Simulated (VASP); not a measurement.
HgTe, 2 atoms in the cell. The structure is tetragonal, space group I-4m2 (No. 119). Conventional cell: a = 6.132 Å, b = 6.132 Å, c = 3.139 Å, α = 90.00°, β = 90.00°, γ = 90.00°. Hg (site symmetry -4m2) has 2 Hg at 3.14 Å and 8 Te at 3.16 to 3.87 Å within 4.1 Å. Te (site symmetry -4m2) has 2 Te at 3.14 Å and 8 Hg at 3.16 to 3.87 Å within 4.1 Å. 

* Program: VASP 6.6.1
* Task: single point
* Functional: LDA
* Potentials or basis: VASP PAW LDA potentials, release 64 (Hg, Te)
* Cutoff: 520 eV
* k mesh: 10 × 10 × 10
* Occupations: fermi-dirac, width 0.05 eV
* Spin: no spin polarisation
* Dipole correction: no
* Further INCAR settings: ALGO = Normal; EDIFF = 1e-07; NBANDS = 16

Potentials or basis: VASP PAW LDA potentials, release 64 (Hg, Te).

Launch:

```bash
$ cat potpaw_LDA.64/Hg/POTCAR potpaw_LDA.64/Te/POTCAR > POTCAR
$ mpirun -np 1 vasp_std > vasp.out
```

Hardware: 1 thread of Intel Xeon 8259CL, on a shared host.

Task: Estimate the wall time of this run.

Result: Run time: 120 s on 1 thread of Intel Xeon 8259CL, with other jobs on the host, peak memory 0.24 GiB. Counts: scf iterations 12, k points 102.
